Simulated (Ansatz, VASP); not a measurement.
## Two plane-wave programs on AlN

```xyz
2
Lattice="0.0000 2.1711 2.1711 2.1711 0.0000 2.1711 2.1711 2.1711 0.0000" Properties=species:S:1:pos:R:3 pbc="T T T"
Al    0.0000    0.0000    0.0000
N     1.0855    1.0855    1.0855
```

Change from the starting cell: strained cell.

Alike in both runs: functional PBE; k mesh 10 × 10 × 10; occupations gaussian, width 0.02 eV; no spin polarisation.

Ansatz relaxed the structure, and its values are those at the end. VASP's run is a single point on that final structure, the one shown.

```csv
,VASP,Ansatz
version,VASP 6.6.1,Ansatz 0.2.0
potentials or method,"VASP PAW PBE potentials, release 64 (Al, N), cutoff 520 eV","scalar-relativistic, plane waves, PAW"
valence electrons in the cell,8,8
```

Ansatz gave:

```
gap on the k mesh at the Fermi level (eV) : 3.33
least direct gap on the mesh (eV)         : 4.34
pressure (GPa)                            : 8.7
```

Task: Estimate VASP's values.

Result: gap on the k mesh at the Fermi level (eV): 3.33; least direct gap on the mesh (eV): 4.35; pressure (GPa): 8.5.

With one functional, cell and mesh, what is left measures potentials, basis and numerics. Ansatz's warnings: stress scf threshold loose.
